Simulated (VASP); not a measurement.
Here is a VASP 6.6.1 calculation.

POSCAR

```
PbSe
1.0
    4.2709919997      0.0000000000      0.0000000000
   -2.1354959999      3.6987875711      0.0000000000
    0.0000000000      0.0000000000      7.6440140151
Pb Se
2 2
Direct
    0.3333333333      0.6666666667      0.2500000000
    0.6666666667      0.3333333333      0.7500000000
    0.0000000000      0.0000000000      0.0000000000
    0.0000000000      0.0000000000      0.5000000000
```

Contents of INCAR.step1:

```
ALGO = Normal ; EDIFF = 1E-4
ENCUT = 520 ; GGA = PE
ISMEAR = 0 ; LASPH = T
LCHARG = F ; LREAL = F
LWAVE = T ; NBANDS = 28
NELM = 100 ; PREC = Accurate
SIGMA = 0.05
```

INCAR.step2

```
ALGO = Normal ; EDIFF = 1E-6
ENCUT = 520 ; ISIF = 2
ISMEAR = 0 ; ISTART = 1
LASPH = T ; LCHARG = F
LMIXTAU = T ; LREAL = F
LWAVE = F ; METAGGA = R2SCAN
NBANDS = 28 ; NELM = 100
PREC = Accurate ; SIGMA = 0.05
```

The input KPOINTS:

```
k-points
0
Gamma
  8 8 6
```

Potentials or basis: VASP PAW PBE potentials, release 64 (Pb_d, Se).

Command:

```sh
$ cat potpaw_PBE.64/Pb_d/POTCAR potpaw_PBE.64/Se/POTCAR > POTCAR
$ cp INCAR.step1 INCAR
$ mpirun -np 1 vasp_std > vasp.out
$ cp INCAR.step2 INCAR
$ mpirun -np 1 vasp_std > vasp.out
```

Task: Estimate the pressure.

Result: -0.9 GPa.

Task: Predict the band gap on the k mesh.

Result: 0.43 eV (least direct gap 0.49 eV).

Stress tensor (GPa, compression positive):
```
-1.02  0.00  0.00
 0.00 -1.02  0.00
 0.00  0.00 -0.77
```

Caveat: the PAW data sets were made with another functional, which shifts forces and pressure a little; spin-orbit coupling is left out, which moves the levels of the heavy elements. A k mesh can miss the band edges.
